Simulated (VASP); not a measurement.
# FeNi2 (Fd-3m) in VASP: a series of runs

The runs below take FeNi2 through single point, with LDA.

All numbers are computed with VASP 6.6.1; they aren't measurements. Logs are shortened: lines on timing, memory, paths and dates and some standing lists are left out, and cuts for length are marked.

### Step 1. The cell of the first run

Symmetry: Fd-3m, No. 227, cubic system. Conventional cell: a = 6.550 Å, b = 6.550 Å, c = 6.550 Å, α = 90.00°, β = 90.00°, γ = 90.00°. Fe (site symmetry -43m) has 12 Ni at 2.72 Å and 4 Fe at 2.84 Å within 3.6 Å. Ni (site symmetry -3m) has 6 Ni at 2.32 Å and 6 Fe at 2.72 Å within 3.1 Å.

### Step 2. Single point, LDA, collinear spin, ferromagnetic start

The input, INCAR:

```
SYSTEM = FeNi2
PREC = Accurate
ENCUT = 520
EDIFF = 1E-6
ISMEAR = -1
SIGMA = 0.15
LREAL = .False.
LASPH = .True.
NELM = 150
ALGO = Normal
ISIF = 2
LWAVE = .False.
LCHARG = .True.
ISPIN = 2
MAGMOM = 3.5 3.5 1.5 1.5 1.5 1.5
LORBIT = 11
LMAXMIX = 4
LELF = .True.
LVHAR = .True.
NBANDS = 41
```

The input, KPOINTS:

```
Automatic mesh
0
Gamma
  6 6 6
  0 0 0
```

The input, POSCAR:

```
FeNi2
1.0
    0.0000000000      3.2750800000      3.2750800000
    3.2750800000      0.0000000000      3.2750800000
    3.2750800000      3.2750800000      0.0000000000
Fe Ni
2 4
Direct
    0.7500000000      0.7500000000      0.7500000000
    0.5000000000      0.5000000000      0.5000000000
    0.1250000000      0.1250000000      0.6250000000
    0.1250000000      0.6250000000      0.1250000000
    0.6250000000      0.1250000000      0.1250000000
    0.1250000000      0.1250000000      0.1250000000
```

Potentials or basis: VASP PAW LDA potentials, release 64 (Fe, Ni).

Launch:

```console
$ cat potpaw_LDA.64/Fe/POTCAR potpaw_LDA.64/Ni/POTCAR > POTCAR
$ mpirun -np 1 vasp_std > vasp.out
```

OUTCAR:

```text
SYSTEM = FeNi2
   PREC = Accurate
   ENCUT = 520
   EDIFF = 1E-6
   ISMEAR = -1
   LREAL = .False.
   LASPH = .True.
   NELM = 150
   ISIF = 2
   ISPIN = 2
   LORBIT = 11

 ion  position               nearest neighbor table
   1  0.750  0.750  0.750-   4 2.72   5 2.72   3 2.72   5 2.72   3 2.72   4 2.72   5 2.72   3 2.72
                             6 2.72   4 2.72   6 2.72   6 2.72   2 2.84   2 2.84   2 2.84   2 2.84
   2  0.500  0.500  0.500-   3 2.72   4 2.72   3 2.72   5 2.72   4 2.72   5 2.72   6 2.72   6 2.72
                             6 2.72   3 2.72   4 2.72   5 2.72   1 2.84   1 2.84   1 2.84   1 2.84
   3  0.125  0.125  0.625-   6 2.32   4 2.32   5 2.32   6 2.32   4 2.32   5 2.32   2 2.72   1 2.72
                             2 2.72   1 2.72   1 2.72   2 2.72
   4  0.125  0.625  0.125-   6 2.32   3 2.32   3 2.32   5 2.32   6 2.32   5 2.32   2 2.72   1 2.72
                             2 2.72   1 2.72   1 2.72   2 2.72
   5  0.625  0.125  0.125-   6 2.32   3 2.32   4 2.32   3 2.32   4 2.32   6 2.32   1 2.72   2 2.72
                             1 2.72   2 2.72   1 2.72   2 2.72
   6  0.125  0.125  0.125-   3 2.32   4 2.32   5 2.32   3 2.32   4 2.32   5 2.32   2 2.72   1 2.72
                             2 2.72   1 2.72   2 2.72   1 2.72

  LATTYP: Found a face centered cubic cell.
 ALAT       =     6.5501600000

  Lattice vectors:

 A1 = (   0.0000000000,   3.2750800000,   3.2750800000)
 A2 = (   3.2750800000,   0.0000000000,   3.2750800000)
 A3 = (   3.2750800000,   3.2750800000,   0.0000000000)

Analysis of symmetry for initial positions (statically):
=====================================================================
 Subroutine PRICEL returns:
 Original cell was already a primitive cell.

 Routine SETGRP: Setting up the symmetry group for a
 face centered cubic supercell.

 Subroutine GETGRP returns: Found 48 space group operations
 (whereof 24 operations were pure point group operations)
 out of a pool of 48 trial point group operations.

The static configuration has the point symmetry T_d .
 The point group associated with its full space group is O_h .

Analysis of symmetry for dynamics (positions and initial velocities):
=====================================================================
 Subroutine PRICEL returns:
 Original cell was already a primitive cell.

 Routine SETGRP: Setting up the symmetry group for a
 face centered cubic supercell.

 Subroutine GETGRP returns: Found 48 space group operations
 (whereof 24 operations were pure point group operations)
 out of a pool of 48 trial point group operations.

The dynamic configuration has the point symmetry T_d .
 The point group associated with its full space group is O_h .

Analysis of structural, dynamic, and magnetic symmetry:
=====================================================================
 Subroutine PRICEL returns:
 Original cell was already a primitive cell.

 Routine SETGRP: Setting up the symmetry group for a
 face centered cubic supercell.

 Subroutine GETGRP returns: Found 48 space group operations
 (whereof 24 operations were pure point group operations)
 out of a pool of 48 trial point group operations.

The overall configuration has the point symmetry T_d .
 The point group associated with its full space group is O_h .

 Subroutine INISYM returns: Found 48 space group operations
 (whereof 24 operations are pure point group operations),
 and found     1 'primitive' translations

----------------------------------------------------------------------------------------

                                     Primitive cell

  volume of cell :      70.2580

  direct lattice vectors                    reciprocal lattice vectors
     0.000000000  3.275080000  3.275080000    -0.152668026  0.152668026  0.152668026
     3.275080000  0.000000000  3.275080000     0.152668026 -0.152668026  0.152668026
     3.275080000  3.275080000  0.000000000     0.152668026  0.152668026 -0.152668026

  length of vectors
     4.631662554  4.631662554  4.631662554     0.264428778  0.264428778  0.264428778

  position of ions in fractional coordinates (direct lattice)
     0.750000000  0.750000000  0.750000000
     0.500000000  0.500000000  0.500000000
     0.125000000  0.125000000  0.625000000
     0.125000000  0.625000000  0.125000000
     0.625000000  0.125000000  0.125000000
     0.125000000  0.125000000  0.125000000

[... 54 lines left out ...]
   number of dos      NEDOS =    301   number of ions     NIONS =      6
   total plane-waves  NPLWV =  46656
   dimension x,y,z NGX =    36 NGY =   36 NGZ =   36
   dimension x,y,z NGXF=    72 NGYF=   72 NGZF=   72
   ions per type =               2   4
   NGX,Y,Z   is equivalent  to a cutoff of  12.92, 12.92, 12.92 a.u.
   NGXF,Y,Z  is equivalent  to a cutoff of  25.84, 25.84, 25.84 a.u.
 SYSTEM =  FeNi2
   PREC   = accura    normal or accurate (medium, high low for compatibility)
   ISTART =      0    job   : 0-new  1-cont  2-samecut
   ICHARG =      2    charge: 1-file 2-atom 10-const
   ISPIN  =      2    spin polarized calculation?
   LNONCOLLINEAR =      F non collinear calculations
   LSORBIT =      F    spin-orbit coupling
   LASPH  =      T    aspherical Exc in radial PAW
   ENCUT  =  520.0 eV  38.22 Ry    6.18 a.u.   8.61  8.61  8.61*2*pi/ulx,y,z
   NELM   =    150;   NELMIN=  2; NELMDL= -5     # of ELM steps
   EDIFF  = 0.1E-05   stopping-criterion for ELM
   LREAL  =      F    real-space projection
   EDIFFG = 0.1E-04   stopping-criterion for IOM
   NSW    =      0    number of steps for IOM
   IBRION =     -1    ionic relax: 0-MD 1-quasi-New 2-CG
   NFREE  =      0    steps in history (QN), initial steepest desc. (CG)
   ISIF   =      2    stress and relaxation
   ISYM   =      2    0-nonsym 1-usesym 2-fastsym
   POTIM  = 0.5000    time-step for ionic-motion
   TEBEG  =    0.0;   TEEND  =   0.0 temperature during run
   PSTRESS=    0.0 pullay stress
   NELECT =      56.0000    total number of electrons
   NUPDOWN=      -1.0000    fix difference up-down
   EMIN   =  10.00;   EMAX   =-10.00  energy-range for DOS
   EFERMI =   0.00;   METHOD = LEGACY
   ISMEAR =    -1;   SIGMA  =   0.15  broadening in eV -4-tet -1-fermi 0-gaus
   EFERMI_NEDOS =   21; number of points for ismear=-14 and -15
   IALGO  =     38    algorithm
   IMIX   =      4    mixing-type and parameters
     AMIX     =   0.40;   BMIX     =  1.00
     AMIX_MAG =   1.60;   BMIX_MAG =  1.00
  volume/ion in A,a.u.               =      11.71        79.02
  Fermi-wavevector in a.u.,A,eV,Ry     =   1.517885  2.868387 31.347490  2.303976
  Thomas-Fermi vector in A             =   2.627080
   LORBIT       =     11    0 simple, 1 ext, 2 COOP (PROOUT), +10 PAW based schemes
   GGA     = CA    functional components
   LHFCALC =     F    Hartree Fock is set to
   AEXX    =    0.0000 exact exchange contribution
   IVDW    =     0    specifies the selected vdW correction
   LEPSILON=     F    determine dielectric tensor
   LRPA    =     F    only Hartree local field effects (RPA)
 spin polarized calculation
  energy-cutoff  :      520.00
  volume of cell :       70.26
 maximum number of plane-waves:      1917
 NGX is ok and might be reduce to    36
   NGX = 17   NGY = 17   NGZ = 17

 number of electron      56.0000000 magnetization      13.0000000

 number of electron      55.9999984 magnetization       7.5613142

 Free energy of the ion-electron system (eV)
  ---------------------------------------------------
  ext. energy  EPLUGINS =         0.00000000
  ---------------------------------------------------
  free energy    TOTEN  =       -43.72010497 eV

  energy without entropy =      -43.11452548  energy(sigma->0) =      -43.41731523

 E-fermi :   7.4454     XC(G=0): -13.1711

 val. band max:        7.4205215884   @ k =  -0.3333   0.1667   0.0000
 cond. band min:       7.4623428761   @ k =   0.5000   0.3333   0.1667
 fundamental gap:      0.0418212876
 Fermi energy:         7.4454243589

 spin component 1

 k-point     1 :       0.0000    0.0000    0.0000
  band No.  band energies     occupation
      1      -1.3733      1.00000
      2       2.1096      1.00000
      3       2.9689      1.00000
      4       2.9689      1.00000
      5       2.9689      1.00000
      6       3.7186      1.00000
[... 677 lines left out ...]
     39      18.9542      0.00000
     40      18.9542      0.00000
 Fermi energy:         7.4454243589

 spin component 2

 k-point     1 :       0.0000    0.0000    0.0000
  band No.  band energies     occupation
      1      -1.2282      1.00000
      2       2.4843      1.00000
      3       3.5179      1.00000
      4       3.5179      1.00000
      5       3.5179      1.00000
      6       4.2063      1.00000
[... 677 lines left out ...]
     39      19.3493      0.00000
     40      19.3493      0.00000
 [bands above 40 left out]

------------------------ aborting loop because EDIFF is reached ----------------------------------------

  FORCE on cell =-STRESS in cart. coord.  units (eV):
  Direction    XX          YY          ZZ          XY          YZ          ZX
  --------------------------------------------------------------------------------------
  -------------------------------------------------------------------------------------
  Total       -6.8364765     -6.8364765     -6.8364765      0.0000000      0.0000000      0.0000000
  in kB     -155.9003807   -155.9003807   -155.9003807      0.0000000      0.0000000      0.0000000
  external PRESSURE =    -155.9003807 kB  Pullay stress =       0.0000000 kB

 VOLUME and BASIS-vectors are now :
 -----------------------------------------------------------------------------
  energy-cutoff  :      520.00
  volume of cell :       70.26
      direct lattice vectors                 reciprocal lattice vectors
     0.000000000  3.275080000  3.275080000    -0.152668026  0.152668026  0.152668026
     3.275080000  0.000000000  3.275080000     0.152668026 -0.152668026  0.152668026
     3.275080000  3.275080000  0.000000000     0.152668026  0.152668026 -0.152668026

 POSITION                                       TOTAL-FORCE (eV/Angst)
 -----------------------------------------------------------------------------------
      4.91262      4.91262      4.91262        -0.000000     -0.000000     -0.000000
      3.27508      3.27508      3.27508         0.000000      0.000000      0.000000
      2.45631      2.45631      0.81877         0.000000      0.000000      0.000000
      2.45631      0.81877      2.45631        -0.000000      0.000000      0.000000
      0.81877      2.45631      2.45631         0.000000      0.000000      0.000000
      0.81877      0.81877      0.81877        -0.000000      0.000000      0.000000
 -----------------------------------------------------------------------------------
    total drift:                                0.000000      0.000000      0.000000

  FREE ENERGIE OF THE ION-ELECTRON SYSTEM (eV)
  ---------------------------------------------------
  free  energy   TOTEN  =       -43.7201049741 eV

  energy  without entropy=      -43.1145254769  energy(sigma->0) =      -43.41731523

 total charge

# of ion       s       p       d       tot
------------------------------------------
    1        0.382   0.377   6.098   6.857
    2        0.382   0.377   6.098   6.857
    3        0.546   0.546   8.358   9.450
    4        0.546   0.546   8.358   9.450
    5        0.546   0.546   8.358   9.450
    6        0.546   0.546   8.358   9.450
--------------------------------------------------
tot          2.945   2.937  45.630  51.512

 magnetization (x)

# of ion       s       p       d       tot
------------------------------------------
    1       -0.001  -0.006   2.781   2.774
    2       -0.001  -0.006   2.781   2.774
    3       -0.016  -0.044   0.556   0.496
    4       -0.016  -0.044   0.556   0.496
    5       -0.016  -0.044   0.556   0.496
    6       -0.016  -0.044   0.556   0.496
--------------------------------------------------
tot         -0.064  -0.191   7.785   7.531
```

It took 1.8 min on 1 thread of Intel Xeon Platinum 8259CL at 2.50GHz (Skylake/Cascade Lake), shared host; peak memory 0.21 GiB.

Results:

| Quantity | Value |
| --- | --- |
| Free energy | -43.7201 eV |
| Pressure | -15.6 GPa |
| Net moment | 7.56 μB per cell |
| Site moments | Fe +2.77; Ni +0.50 μB |
| Valence electrons inside the program's atomic spheres | Fe 6.86; Ni 9.45 |

Caveat: the cell stands under tension.

### Step 3. Single point, LDA, collinear spin, ferromagnetic start

The input, INCAR:

```
  PREC = Accurate
  ENCUT = 520
  EDIFF = 1E-7
  ISMEAR = -1
  SIGMA = 0.15
  LREAL = False
  LASPH = True
  NELM = 150
  ALGO = Normal
  ISIF = 2
  LWAVE = False
  LCHARG = False
  ISPIN = 2
  MAGMOM = 3.5 3.5 1.5 1.5 1.5 1.5
  LORBIT = 11
  LMAXMIX = 4
  GGA = CA
  NBANDS = 41
```

The input, KPOINTS:

```
regular mesh
0
Gamma
  6 6 6
```

POSCAR is that of step 2.

Potentials or basis: VASP PAW LDA potentials, release 64 (Fe, Ni).

Launch:

```console
$ cat potpaw_LDA.64/Fe/POTCAR potpaw_LDA.64/Ni/POTCAR > POTCAR
$ mpirun -np 1 vasp_std > vasp.out
```

Run time: 1.9 min. Hardware: 1 thread of Intel Xeon Platinum 8259CL at 2.50GHz (Skylake/Cascade Lake), shared host; peak memory 0.22 GiB.

The run converged. Its results:

| Item | Value |
| --- | --- |
| Free energy | -43.7201 eV |
| Pressure | -15.5 GPa |
| Net moment | 7.56 μB per cell |
| Site moments | Fe +2.77; Ni +0.50 μB |
| Valence electrons inside the program's atomic spheres | Fe 6.86; Ni 9.45 |

Levels at points of the mesh, in eV from the Fermi level:
Spin up:
```csv
k point,band 29,band 30,band 31,band 32,band 33,band 34,band 35,band 36
"(0.00, 0.00, 0.00)",-0.10,-0.10,-0.10,0.98,2.78,2.78,2.78,6.19
"(0.50, 0.00, 0.00)",-0.97,-0.75,-0.75,-0.10,1.73,2.32,2.32,5.03
"(0.50, 0.50, 0.00)",-1.06,-1.06,-0.85,-0.85,1.20,1.20,2.00,2.00
```
Spin down:
```csv
k point,band 21,band 22,band 23,band 24,band 25,band 26,band 27,band 28
"(0.00, 0.00, 0.00)",-0.68,-0.68,-0.68,0.29,0.29,0.29,0.52,0.52
"(0.50, 0.00, 0.00)",-0.57,-0.32,-0.32,-0.05,-0.05,0.25,0.40,0.52
"(0.50, 0.50, 0.00)",-0.72,-0.72,-0.39,-0.39,0.23,0.23,0.67,0.67
```

Caveat: the cell stands under tension.
